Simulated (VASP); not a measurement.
# KI2 (Fm-3m) in VASP: further runs

KI2 is run at these levels: PBE; tasks: single point.

Everything below comes from runs of VASP 6.6.1. Logs are shortened: lines on timing, memory, paths and dates and some standing lists are left out, and cuts for length are marked.

### Step 1. The cell of the first run

Symmetry: Fm-3m, No. 225, cubic system. The conventional cell has a = 8.085 Å, b = 8.085 Å, c = 8.085 Å, α = 90.00°, β = 90.00°, γ = 90.00°. K (site symmetry m-3m) has 8 I at 3.50 Å within 4.6 Å. I (site symmetry -43m) has 4 K at 3.50 Å and 6 I at 4.04 Å within 4.6 Å.

### Step 2. Single point, PBE

File INCAR:

```
PREC = Accurate
ENCUT = 520
EDIFF = 1E-6
ISMEAR = 0
SIGMA = 0.1
LREAL = F
LASPH = T
NELM = 60
ALGO = Normal
ISIF = 2
LWAVE = F
LCHARG = T
GGA = PE
LELF = T
LVHAR = T
NBANDS = 18
```

File KPOINTS:

```
Automatic mesh
0
Gamma
  4 4 4
```

File POSCAR:

```
KI2
1.0
    0.0000000000      4.0426488700      4.0426488700
    4.0426488700      0.0000000000      4.0426488700
    4.0426488700      4.0426488700      0.0000000000
K I
1 2
Direct
    0.0000000000      0.0000000000      0.0000000000
    0.7500000000      0.7500000000      0.7500000000
    0.2500000000      0.2500000000      0.2500000000
```

Potentials or basis: VASP PAW PBE potentials, release 64 (K_sv, I).

On the command line:

```bash
> cat potpaw_PBE.64/K_sv/POTCAR potpaw_PBE.64/I/POTCAR > POTCAR
> mpirun -np 1 vasp_std > vasp.out
```

OUTCAR:

```text
PREC = Accurate
   ENCUT = 520
   EDIFF = 1E-6
   ISMEAR = 0
   LREAL = F
   LASPH = T
   NELM = 60
   ISIF = 2
   GGA = PE

 ion  position               nearest neighbor table
   1  0.000  0.000  0.000-   2 3.50   2 3.50   2 3.50   3 3.50   3 3.50   3 3.50   3 3.50   2 3.50

   2  0.750  0.750  0.750-   1 3.50   1 3.50   1 3.50   1 3.50
   3  0.250  0.250  0.250-   1 3.50   1 3.50   1 3.50   1 3.50

  LATTYP: Found a face centered cubic cell.
 ALAT       =     8.0852977400

  Lattice vectors:

 A1 = (   0.0000000000,   4.0426488700,   4.0426488700)
 A2 = (   4.0426488700,   0.0000000000,   4.0426488700)
 A3 = (   4.0426488700,   4.0426488700,   0.0000000000)

Analysis of symmetry for initial positions (statically):
=====================================================================
 Subroutine PRICEL returns:
 Original cell was already a primitive cell.

 Routine SETGRP: Setting up the symmetry group for a
 face centered cubic supercell.

 Subroutine GETGRP returns: Found 48 space group operations
 (whereof 48 operations were pure point group operations)
 out of a pool of 48 trial point group operations.

The static configuration has the point symmetry O_h .

Analysis of symmetry for dynamics (positions and initial velocities):
=====================================================================
 Subroutine PRICEL returns:
 Original cell was already a primitive cell.

 Routine SETGRP: Setting up the symmetry group for a
 face centered cubic supercell.

 Subroutine GETGRP returns: Found 48 space group operations
 (whereof 48 operations were pure point group operations)
 out of a pool of 48 trial point group operations.

The dynamic configuration has the point symmetry O_h .

 Subroutine INISYM returns: Found 48 space group operations
 (whereof 48 operations are pure point group operations),
 and found     1 'primitive' translations

----------------------------------------------------------------------------------------

                                     Primitive cell

  volume of cell :     132.1381

  direct lattice vectors                    reciprocal lattice vectors
     0.000000000  4.042648870  4.042648870    -0.123681283  0.123681283  0.123681283
     4.042648870  0.000000000  4.042648870     0.123681283 -0.123681283  0.123681283
     4.042648870  4.042648870  0.000000000     0.123681283  0.123681283 -0.123681283

  length of vectors
     5.717168860  5.717168860  5.717168860     0.214222267  0.214222267  0.214222267

  position of ions in fractional coordinates (direct lattice)
     0.000000000  0.000000000  0.000000000
     0.750000000  0.750000000  0.750000000
     0.250000000  0.250000000  0.250000000

  ion indices of the primitive-cell ions
   primitive index   ion index
                 1           1
                 2           2
                 3           3

----------------------------------------------------------------------------------------

 KPOINTS: Automatic mesh

Automatic generation of k-mesh.
 Grid dimensions read from file:
 generate k-points for:    4    4    4

 Generating k-lattice:

  Cartesian coordinates                     Fractional coordinates (reciprocal lattice)
    -0.030920321  0.030920321  0.030920321     0.250000000  0.000000000  0.000000000
     0.030920321 -0.030920321  0.030920321     0.000000000  0.250000000  0.000000000
     0.030920321  0.030920321 -0.030920321     0.000000000  0.000000000  0.250000000

  Length of vectors
     0.053555567  0.053555567  0.053555567

  Shift w.r.t. Gamma in fractional coordinates (k-lattice)
     0.000000000  0.000000000  0.000000000

 Subroutine IBZKPT returns following result:
 ===========================================

 Found      8 irreducible k-points:

 Following reciprocal coordinates:
            Coordinates               Weight
  0.000000  0.000000  0.000000      1.000000
  0.250000  0.000000  0.000000      8.000000
  0.500000  0.000000  0.000000      4.000000
  0.250000  0.250000  0.000000      6.000000
  0.500000  0.250000  0.000000     24.000000
 -0.250000  0.250000  0.000000     12.000000
  0.500000  0.500000  0.000000      3.000000
 -0.250000  0.500000  0.250000      6.000000
   k-points           NKPTS =      8   k-points in BZ     NKDIM =      8   number of bands    NBANDS=     18
   number of dos      NEDOS =    301   number of ions     NIONS =      3
   total plane-waves  NPLWV = 110592
   dimension x,y,z NGX =    48 NGY =   48 NGZ =   48
   dimension x,y,z NGXF=    96 NGYF=   96 NGZF=   96
   ions per type =               1   2
   NGX,Y,Z   is equivalent  to a cutoff of  13.96, 13.96, 13.96 a.u.
   NGXF,Y,Z  is equivalent  to a cutoff of  27.92, 27.92, 27.92 a.u.
 SYSTEM =  unknown system
   PREC   = accura    normal or accurate (medium, high low for compatibility)
   ISTART =      0    job   : 0-new  1-cont  2-samecut
   ICHARG =      2    charge: 1-file 2-atom 10-const
   ISPIN  =      1    spin polarized calculation?
   LNONCOLLINEAR =      F non collinear calculations
   LSORBIT =      F    spin-orbit coupling
   LASPH  =      T    aspherical Exc in radial PAW
   ENCUT  =  520.0 eV  38.22 Ry    6.18 a.u.  10.63 10.63 10.63*2*pi/ulx,y,z
   NELM   =     60;   NELMIN=  2; NELMDL= -5     # of ELM steps
   EDIFF  = 0.1E-05   stopping-criterion for ELM
   LREAL  =      F    real-space projection
   EDIFFG = 0.1E-04   stopping-criterion for IOM
   NSW    =      0    number of steps for IOM
   IBRION =     -1    ionic relax: 0-MD 1-quasi-New 2-CG
   NFREE  =      0    steps in history (QN), initial steepest desc. (CG)
   ISIF   =      2    stress and relaxation
   ISYM   =      2    0-nonsym 1-usesym 2-fastsym
   POTIM  = 0.5000    time-step for ionic-motion
   TEBEG  =    0.0;   TEEND  =   0.0 temperature during run
   PSTRESS=    0.0 pullay stress
   NELECT =      23.0000    total number of electrons
   NUPDOWN=      -1.0000    fix difference up-down
   EMIN   =  10.00;   EMAX   =-10.00  energy-range for DOS
   EFERMI =   0.00;   METHOD = LEGACY
   ISMEAR =     0;   SIGMA  =   0.10  broadening in eV -4-tet -1-fermi 0-gaus
   EFERMI_NEDOS =   21; number of points for ismear=-14 and -15
   IALGO  =     38    algorithm
   IMIX   =      4    mixing-type and parameters
     AMIX     =   0.40;   BMIX     =  1.00
     AMIX_MAG =   1.60;   BMIX_MAG =  1.00
  volume/ion in A,a.u.               =      44.05       297.24
  Fermi-wavevector in a.u.,A,eV,Ry     =   0.914060  1.727323 11.367748  0.835506
  Thomas-Fermi vector in A             =   2.038643
   LORBIT       =      0    0 simple, 1 ext, 2 COOP (PROOUT), +10 PAW based schemes
   GGA     = PE    functional components
   LHFCALC =     F    Hartree Fock is set to
   AEXX    =    0.0000 exact exchange contribution
   IVDW    =     0    specifies the selected vdW correction
   LEPSILON=     F    determine dielectric tensor
   LRPA    =     F    only Hartree local field effects (RPA)
 non-spin polarized calculation
 Gauss-broadening in eV      SIGMA  =   0.10
  energy-cutoff  :      520.00
  volume of cell :      132.14
 maximum number of plane-waves:      3584
 NGX is ok and might be reduce to    48
   NGX = 21   NGY = 21   NGZ = 21

 number of electron      22.9999999 magnetization

 Free energy of the ion-electron system (eV)
  ---------------------------------------------------
  ext. energy  EPLUGINS =         0.00000000
  ---------------------------------------------------
  free energy    TOTEN  =        -6.33285301 eV

  energy without entropy =       -6.30613376  energy(sigma->0) =       -6.31949339

 E-fermi :   0.4827     XC(G=0):  -7.3989

 val. band max:        0.4351303955   @ k =   0.2500   0.2500   0.0000
 cond. band min:       0.5034562748   @ k =   0.5000   0.5000   0.0000
 fundamental gap:      0.0683258792
 Fermi energy:         0.4827236880

 k-point     1 :       0.0000    0.0000    0.0000
  band No.  band energies     occupation
      1     -28.2039      2.00000
      2     -11.7250      2.00000
      3     -11.7250      2.00000
      4     -11.7250      2.00000
      5     -10.9984      2.00000
      6     -10.2307      2.00000
[... 10 lines left out ...]
     17       6.9417      0.00000
     18       6.9417      0.00000

 k-point     2 :       0.2500    0.0000    0.0000
  band No.  band energies     occupation
      1     -28.2036      2.00000
      2     -11.8096      2.00000
      3     -11.7272      2.00000
      4     -11.7272      2.00000
      5     -10.8061      2.00000
      6     -10.3346      2.00000
[... 10 lines left out ...]
     17       7.6405      0.00000
     18       7.6405      0.00000

 k-point     3 :       0.5000    0.0000    0.0000
  band No.  band energies     occupation
      1     -28.2033      2.00000
      2     -11.8643      2.00000
      3     -11.7293      2.00000
      4     -11.7293      2.00000
      5     -10.6264      2.00000
      6     -10.4511      2.00000
[... 10 lines left out ...]
     17       8.3837      0.00000
     18       9.0816      0.00000

 k-point     4 :       0.2500    0.2500    0.0000
  band No.  band energies     occupation
      1     -28.2035      2.00000
      2     -11.8327      2.00000
      3     -11.7300      2.00000
      4     -11.7300      2.00000
      5     -10.7419      2.00000
      6     -10.3623      2.00000
[... 10 lines left out ...]
     17       7.6281      0.00000
     18       8.2645      0.00000

 k-point     5 :       0.5000    0.2500    0.0000
  band No.  band energies     occupation
      1     -28.2032      2.00000
      2     -11.8572      2.00000
      3     -11.7651      2.00000
      4     -11.7321      2.00000
      5     -10.5624      2.00000
      6     -10.4664      2.00000
[... 10 lines left out ...]
     17       8.2708      0.00000
     18       8.4420      0.00000

 k-point     6 :      -0.2500    0.2500    0.0000
  band No.  band energies     occupation
      1     -28.2033      2.00000
      2     -11.8297      2.00000
      3     -11.7746      2.00000
      4     -11.7293      2.00000
      5     -10.6247      2.00000
      6     -10.4342      2.00000
[... 10 lines left out ...]
     17       8.3625      0.00000
     18       9.1701      0.00000

 k-point     7 :       0.5000    0.5000    0.0000
  band No.  band energies     occupation
      1     -28.2031      2.00000
      2     -11.9046      2.00000
      3     -11.7350      2.00000
      4     -11.7350      2.00000
      5     -10.5077      2.00000
      6     -10.4849      2.00000
[... 10 lines left out ...]
     17       8.5157      0.00000
     18       8.5880      0.00000

 k-point     8 :      -0.2500    0.5000    0.2500
  band No.  band energies     occupation
      1     -28.2031      2.00000
      2     -11.8212      2.00000
      3     -11.8212      2.00000
      4     -11.7351      2.00000
      5     -10.4975      2.00000
      6     -10.4975      2.00000
[... 10 lines left out ...]
     17       8.8189      0.00000
     18       9.0022      0.00000

------------------------ aborting loop because EDIFF is reached ----------------------------------------

  FORCE on cell =-STRESS in cart. coord.  units (eV):
  Direction    XX          YY          ZZ          XY          YZ          ZX
  --------------------------------------------------------------------------------------
  -------------------------------------------------------------------------------------
  Total        0.7530130      0.7530130      0.7530130     -0.0000000      0.0000000      0.0000000
  in kB        9.1302987      9.1302987      9.1302987     -0.0000000      0.0000000      0.0000000
  external PRESSURE =       9.1302987 kB  Pullay stress =       0.0000000 kB

 VOLUME and BASIS-vectors are now :
 -----------------------------------------------------------------------------
  energy-cutoff  :      520.00
  volume of cell :      132.14
      direct lattice vectors                 reciprocal lattice vectors
     0.000000000  4.042648870  4.042648870    -0.123681283  0.123681283  0.123681283
     4.042648870  0.000000000  4.042648870     0.123681283 -0.123681283  0.123681283
     4.042648870  4.042648870  0.000000000     0.123681283  0.123681283 -0.123681283

 POSITION                                       TOTAL-FORCE (eV/Angst)
 -----------------------------------------------------------------------------------
      0.00000      0.00000      0.00000         0.000000     -0.000000     -0.000000
      6.06397      6.06397      6.06397         0.000000      0.000000      0.000000
      2.02132      2.02132      2.02132        -0.000000     -0.000000      0.000000
 -----------------------------------------------------------------------------------
    total drift:                               -0.000000     -0.000000     -0.000000

  FREE ENERGIE OF THE ION-ELECTRON SYSTEM (eV)
  ---------------------------------------------------
  free  energy   TOTEN  =        -6.3328530138 eV

  energy  without entropy=       -6.3061337623  energy(sigma->0) =       -6.31949339
```

It took 33 s on 1 thread of AMD EPYC 9R45 (Zen 5), shared host; peak memory 0.28 GiB.

What came out:

* Free energy: -6.3329 eV
* Pressure: 0.9 GPa

Caveat: spin-orbit coupling is left out, which moves the levels of the heavy elements; an odd number of electrons without spin polarisation forces a metal; a magnetic or distorted state may lie lower.

### Step 3. Single point, PBE

This run uses another cell than the first one, of 47.62 Å³/atom, 1.081 times its volume.

File INCAR:

```
SYSTEM = KI2
  ALGO = Normal
  EDIFF = 1E-7
  ENCUT = 520
  GGA = PE
  ISIF = 2
  ISMEAR = 0
  LASPH = .True.
  LCHARG = .False.
  LREAL = .False.
  LWAVE = .False.
  NBANDS = 18
  NELM = 80
  PREC = Accurate
  SIGMA = 0.1
```

File KPOINTS:

```
k-points
0
Gamma
  10 10 10
  0 0 0
```

File POSCAR:

```
KI2
1.0
    0.0000000000      4.1490560815      4.1490560815
    4.1490560815      0.0000000000      4.1490560815
    4.1490560815      4.1490560815      0.0000000000
K I
1 2
Direct
    0.0000000000      0.0000000000      0.0000000000
    0.7500000000      0.7500000000      0.7500000000
    0.2500000000      0.2500000000      0.2500000000
```

Potentials or basis: VASP PAW PBE potentials, release 64 (K_sv, I).

On the command line:

```bash
> cat potpaw_PBE.64/K_sv/POTCAR potpaw_PBE.64/I/POTCAR > POTCAR
> mpirun -np 1 vasp_std > vasp.out
```

Wall time 2.4 min (1 thread of AMD EPYC 9R45 (Zen 5), shared host); peak memory 0.33 GiB.

The run converged. Its results:

```
Free energy : -6.3555 eV
Pressure    : 0.0 GPa
```

Levels at points of the mesh, in eV from the Fermi level:
| k point | band 9 | band 10 | band 11 | band 12 | band 13 | band 14 | band 15 | band 16 |
| --- | --- | --- | --- | --- | --- | --- | --- | --- |
| (0.00, 0.00, 0.00) | -1.45 | -0.12 | -0.12 | -0.12 | 4.49 | 6.10 | 6.10 | 6.49 |
| (0.50, 0.00, 0.00) | -0.97 | -0.97 | -0.84 | -0.84 | 6.69 | 6.85 | 6.93 | 6.93 |
| (0.50, 0.50, 0.00) | -1.61 | 0.01 | 0.01 | 0.28 | 4.99 | 6.51 | 6.98 | 7.80 |

Caveat: spin-orbit coupling is left out, which moves the levels of the heavy elements; an odd number of electrons without spin polarisation forces a metal; a magnetic or distorted state may lie lower.
